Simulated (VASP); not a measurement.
# Si (Fd-3m) in VASP: single point with LDA

Aim: the single point of Si with LDA.

Everything below comes from runs of VASP 6.6.1. Logs are shortened: lines on timing, memory, paths and dates and some standing lists are left out, and cuts for length are marked.

## (1) The cell of the first run

It takes space group Fd-3m (No. 227, cubic). The conventional cell has a = 5.402 Å, b = 5.402 Å, c = 5.402 Å, α = 90.00°, β = 90.00°, γ = 90.00°. Si (site symmetry -43m) has 4 Si at 2.34 Å within 3.1 Å.

## (2) Single point, LDA

INCAR reads:

```
PREC = Accurate ; ENCUT = 500
EDIFF = 1E-6 ; ISMEAR = 0
SIGMA = 0.01 ; LREAL = False
LASPH = True ; NELM = 120
ALGO = Normal ; ISIF = 2
LWAVE = False ; LCHARG = True
LELF = True ; LVHAR = True
NBANDS = 11 ; GGA_COMPAT = False
```

KPOINTS reads:

```
regular mesh
0
Gamma
  6 6 6
```

POSCAR reads:

```
Si
1.0
    0.0000000000      2.7009711365      2.7009711365
    2.7009711365      0.0000000000      2.7009711365
    2.7009711365      2.7009711365      0.0000000000
Si
2
Direct
    0.7500000000      0.7500000000      0.7500000000
    0.5000000000      0.5000000000      0.5000000000
```

Potentials or basis: VASP PAW LDA potentials, release 64 (Si).

The run is started by

```
$ cat potpaw_LDA.64/Si/POTCAR > POTCAR
$ mpirun -np 1 vasp_std > vasp.out
```

OUTCAR:

```text
PREC = Accurate
   ENCUT = 500
   EDIFF = 1E-6
   ISMEAR = 0
   LREAL = False
   LASPH = True
   NELM = 120
   ISIF = 2

 ion  position               nearest neighbor table
   1  0.750  0.750  0.750-   2 2.34   2 2.34   2 2.34   2 2.34
   2  0.500  0.500  0.500-   1 2.34   1 2.34   1 2.34   1 2.34

  LATTYP: Found a face centered cubic cell.
 ALAT       =     5.4019422730

  Lattice vectors:

 A1 = (   0.0000000000,   2.7009711365,   2.7009711365)
 A2 = (   2.7009711365,   0.0000000000,   2.7009711365)
 A3 = (   2.7009711365,   2.7009711365,   0.0000000000)

Analysis of symmetry for initial positions (statically):
=====================================================================
 Subroutine PRICEL returns:
 Original cell was already a primitive cell.

 Routine SETGRP: Setting up the symmetry group for a
 face centered cubic supercell.

 Subroutine GETGRP returns: Found 48 space group operations
 (whereof 24 operations were pure point group operations)
 out of a pool of 48 trial point group operations.

The static configuration has the point symmetry T_d .
 The point group associated with its full space group is O_h .

Analysis of symmetry for dynamics (positions and initial velocities):
=====================================================================
 Subroutine PRICEL returns:
 Original cell was already a primitive cell.

 Routine SETGRP: Setting up the symmetry group for a
 face centered cubic supercell.

 Subroutine GETGRP returns: Found 48 space group operations
 (whereof 24 operations were pure point group operations)
 out of a pool of 48 trial point group operations.

The dynamic configuration has the point symmetry T_d .
 The point group associated with its full space group is O_h .

 Subroutine INISYM returns: Found 48 space group operations
 (whereof 24 operations are pure point group operations),
 and found     1 'primitive' translations

----------------------------------------------------------------------------------------

                                     Primitive cell

  volume of cell :      39.4085

  direct lattice vectors                    reciprocal lattice vectors
     0.000000000  2.700971137  2.700971137    -0.185118602  0.185118602  0.185118602
     2.700971137  0.000000000  2.700971137     0.185118602 -0.185118602  0.185118602
     2.700971137  2.700971137  0.000000000     0.185118602  0.185118602 -0.185118602

  length of vectors
     3.819750013  3.819750013  3.819750013     0.320634824  0.320634824  0.320634824

  position of ions in fractional coordinates (direct lattice)
     0.750000000  0.750000000  0.750000000
     0.500000000  0.500000000  0.500000000

  ion indices of the primitive-cell ions
   primitive index   ion index
                 1           1
                 2           2

----------------------------------------------------------------------------------------

 KPOINTS: regular mesh

Automatic generation of k-mesh.
 Grid dimensions read from file:
 generate k-points for:    6    6    6

 Generating k-lattice:

  Cartesian coordinates                     Fractional coordinates (reciprocal lattice)
    -0.030853100  0.030853100  0.030853100     0.166666667  0.000000000  0.000000000
     0.030853100 -0.030853100  0.030853100     0.000000000  0.166666667  0.000000000
     0.030853100  0.030853100 -0.030853100     0.000000000  0.000000000  0.166666667

  Length of vectors
     0.053439137  0.053439137  0.053439137

  Shift w.r.t. Gamma in fractional coordinates (k-lattice)
     0.000000000  0.000000000  0.000000000

 Subroutine IBZKPT returns following result:
 ===========================================

 Found     16 irreducible k-points:

 Following reciprocal coordinates:
            Coordinates               Weight
  0.000000  0.000000  0.000000      1.000000
  0.166667  0.000000  0.000000      8.000000
  0.333333  0.000000  0.000000      8.000000
  0.500000  0.000000  0.000000      4.000000
  0.166667  0.166667  0.000000      6.000000
  0.333333  0.166667  0.000000     24.000000
[... 8 lines left out ...]
 -0.333333  0.333333  0.166667     24.000000
 -0.333333  0.500000  0.166667     12.000000
   k-points           NKPTS =     16   k-points in BZ     NKDIM =     16   number of bands    NBANDS=     11
   number of dos      NEDOS =    301   number of ions     NIONS =      2
   total plane-waves  NPLWV =  21952
   dimension x,y,z NGX =    28 NGY =   28 NGZ =   28
   dimension x,y,z NGXF=    56 NGYF=   56 NGZF=   56
   ions per type =               2
   NGX,Y,Z   is equivalent  to a cutoff of  12.19, 12.19, 12.19 a.u.
   NGXF,Y,Z  is equivalent  to a cutoff of  24.37, 24.37, 24.37 a.u.
 SYSTEM =  unknown system
   PREC   = accura    normal or accurate (medium, high low for compatibility)
   ISTART =      0    job   : 0-new  1-cont  2-samecut
   ICHARG =      2    charge: 1-file 2-atom 10-const
   ISPIN  =      1    spin polarized calculation?
   LNONCOLLINEAR =      F non collinear calculations
   LSORBIT =      F    spin-orbit coupling
   LASPH  =      T    aspherical Exc in radial PAW
   ENCUT  =  500.0 eV  36.75 Ry    6.06 a.u.   6.96  6.96  6.96*2*pi/ulx,y,z
   NELM   =    120;   NELMIN=  2; NELMDL= -5     # of ELM steps
   EDIFF  = 0.1E-05   stopping-criterion for ELM
   LREAL  =      F    real-space projection
   EDIFFG = 0.1E-04   stopping-criterion for IOM
   NSW    =      0    number of steps for IOM
   IBRION =     -1    ionic relax: 0-MD 1-quasi-New 2-CG
   NFREE  =      0    steps in history (QN), initial steepest desc. (CG)
   ISIF   =      2    stress and relaxation
   ISYM   =      2    0-nonsym 1-usesym 2-fastsym
   POTIM  = 0.5000    time-step for ionic-motion
   TEBEG  =    0.0;   TEEND  =   0.0 temperature during run
   PSTRESS=    0.0 pullay stress
   NELECT =       8.0000    total number of electrons
   NUPDOWN=      -1.0000    fix difference up-down
   EMIN   =  10.00;   EMAX   =-10.00  energy-range for DOS
   EFERMI =   0.00;   METHOD = LEGACY
   ISMEAR =     0;   SIGMA  =   0.01  broadening in eV -4-tet -1-fermi 0-gaus
   EFERMI_NEDOS =   21; number of points for ismear=-14 and -15
   IALGO  =     38    algorithm
   IMIX   =      4    mixing-type and parameters
     AMIX     =   0.40;   BMIX     =  1.00
     AMIX_MAG =   1.60;   BMIX_MAG =  1.00
  volume/ion in A,a.u.               =      19.70       132.97
  Fermi-wavevector in a.u.,A,eV,Ry     =   0.962147  1.818195 12.595285  0.925727
  Thomas-Fermi vector in A             =   2.091581
   LORBIT       =      0    0 simple, 1 ext, 2 COOP (PROOUT), +10 PAW based schemes
   GGA     = CA    functional components
   LHFCALC =     F    Hartree Fock is set to
   AEXX    =    0.0000 exact exchange contribution
   IVDW    =     0    specifies the selected vdW correction
   LEPSILON=     F    determine dielectric tensor
   LRPA    =     F    only Hartree local field effects (RPA)
 non-spin polarized calculation
 Gauss-broadening in eV      SIGMA  =   0.01
  energy-cutoff  :      500.00
  volume of cell :       39.41
 maximum number of plane-waves:      1018
   NGX = 13   NGY = 13   NGZ = 13

 number of electron       8.0000001 magnetization

 Free energy of the ion-electron system (eV)
  ---------------------------------------------------
  ext. energy  EPLUGINS =         0.00000000
  ---------------------------------------------------
  free energy    TOTEN  =       -11.89369822 eV

  energy without entropy =      -11.89369822  energy(sigma->0) =      -11.89369822

 E-fermi :   6.0197     XC(G=0):  -9.6628

 val. band max:        5.9421458817   @ k =   0.0000   0.0000   0.0000
 cond. band min:       6.5100704821   @ k =   0.5000   0.5000   0.0000
 fundamental gap:      0.5679246004
 Fermi energy:         6.0197137976

 k-point     1 :       0.0000    0.0000    0.0000
  band No.  band energies     occupation
      1      -6.1269      2.00000
      2       5.9421      2.00000
      3       5.9421      2.00000
      4       5.9421      2.00000
      5       8.4689      0.00000
      6       8.4689      0.00000
      7       8.4689      0.00000
      8       9.3341      0.00000
      9      13.6736      0.00000
     10      13.6736      0.00000
     11      13.6809      0.00000

 k-point     2 :       0.1667    0.0000    0.0000
  band No.  band energies     occupation
      1      -5.7605      2.00000
      2       3.5329      2.00000
      3       5.4841      2.00000
      4       5.4841      2.00000
      5       8.2525      0.00000
      6       9.1243      0.00000
      7       9.1243      0.00000
      8      11.3982      0.00000
      9      12.9999      0.00000
     10      12.9999      0.00000
     11      14.8498      0.00000

 k-point     3 :       0.3333    0.0000    0.0000
  band No.  band energies     occupation
      1      -4.7278      2.00000
      2       0.5423      2.00000
      3       4.9306      2.00000
      4       4.9306      2.00000
      5       7.6534      0.00000
      6       9.4023      0.00000
      7       9.4023      0.00000
      8      13.6751      0.00000
      9      13.9068      0.00000
     10      13.9068      0.00000
     11      14.9726      0.00000

 k-point     4 :       0.5000    0.0000    0.0000
  band No.  band energies     occupation
      1      -3.7470      2.00000
      2      -1.1262      2.00000
      3       4.7323      2.00000
      4       4.7323      2.00000
      5       7.4258      0.00000
      6       9.2223      0.00000
      7       9.2223      0.00000
      8      13.4724      0.00000
      9      16.4973      0.00000
     10      16.4973      0.00000
     11      17.2167      0.00000
[... 127 lines left out ...]
 k-point    14 :       0.5000    0.3333    0.1667
  band No.  band energies     occupation
      1      -3.8018      2.00000
      2       0.2705      2.00000
      3       2.2876      2.00000
      4       3.5968      2.00000
      5       8.7220      0.00000
      6       9.5533      0.00000
      7      10.1477      0.00000
      8      12.9949      0.00000
      9      14.9432      0.00000
     10      15.8214      0.00000
     11      18.9775      0.00000

 k-point    15 :      -0.3333    0.3333    0.1667
  band No.  band energies     occupation
      1      -2.7939      2.00000
      2      -0.9525      2.00000
      3       1.8410      2.00000
      4       3.1157      2.00000
      5       9.2004      0.00000
      6       9.4490      0.00000
      7      11.9833      0.00000
      8      12.4361      0.00000
      9      13.4883      0.00000
     10      17.0367      0.00000
     11      17.9054      0.00000

 k-point    16 :      -0.3333    0.5000    0.1667
  band No.  band energies     occupation
      1      -1.7965      2.00000
      2      -1.7965      2.00000
      3       2.2090      2.00000
      4       2.2090      2.00000
      5       8.5981      0.00000
      6       8.5981      0.00000
      7      12.6772      0.00000
      8      12.6772      0.00000
      9      16.5136      0.00000
     10      16.5136      0.00000
     11      18.9241      0.00000

------------------------ aborting loop because EDIFF is reached ----------------------------------------

  FORCE on cell =-STRESS in cart. coord.  units (eV):
  Direction    XX          YY          ZZ          XY          YZ          ZX
  --------------------------------------------------------------------------------------
  -------------------------------------------------------------------------------------
  Total        0.0305299      0.0305299      0.0305299      0.0000000      0.0000000      0.0000000
  in kB        1.2412120      1.2412120      1.2412120      0.0000000      0.0000000      0.0000000
  external PRESSURE =       1.2412120 kB  Pullay stress =       0.0000000 kB

 VOLUME and BASIS-vectors are now :
 -----------------------------------------------------------------------------
  energy-cutoff  :      500.00
  volume of cell :       39.41
      direct lattice vectors                 reciprocal lattice vectors
     0.000000000  2.700971137  2.700971137    -0.185118602  0.185118602  0.185118602
     2.700971137  0.000000000  2.700971137     0.185118602 -0.185118602  0.185118602
     2.700971137  2.700971137  0.000000000     0.185118602  0.185118602 -0.185118602

 POSITION                                       TOTAL-FORCE (eV/Angst)
 -----------------------------------------------------------------------------------
      4.05146      4.05146      4.05146        -0.000000     -0.000000     -0.000000
      2.70097      2.70097      2.70097         0.000000      0.000000      0.000000
 -----------------------------------------------------------------------------------
    total drift:                                0.000000      0.000000     -0.000000

  FREE ENERGIE OF THE ION-ELECTRON SYSTEM (eV)
  ---------------------------------------------------
  free  energy   TOTEN  =       -11.8936982198 eV

  energy  without entropy=      -11.8936982198  energy(sigma->0) =      -11.89369822
```

It used 7.1 s of CPU time on 1 thread of AMD EPYC 7R13 Processor (Zen 3), on a shared host.

Results:

```yaml
Free_energy: -11.8937 eV
Pressure: 0.1 GPa
Band_gap_on_the_k_mesh: 0.57 eV, indirect (least direct gap 2.53 eV)
```

Levels at points of the mesh, in eV from the valence-band top:
| k point | band 2 | band 3 | band 4 | band 5 | band 6 | band 7 |
| --- | --- | --- | --- | --- | --- | --- |
| (0.00, 0.00, 0.00) | 0.00 | 0.00 | 0.00 | 2.53 | 2.53 | 2.53 |
| (0.50, 0.00, 0.00) | -7.07 | -1.21 | -1.21 | 1.48 | 3.28 | 3.28 |
| (0.50, 0.50, 0.00) | -7.87 | -2.90 | -2.90 | 0.57 | 0.57 | 10.11 |

A k mesh can miss the band edges.
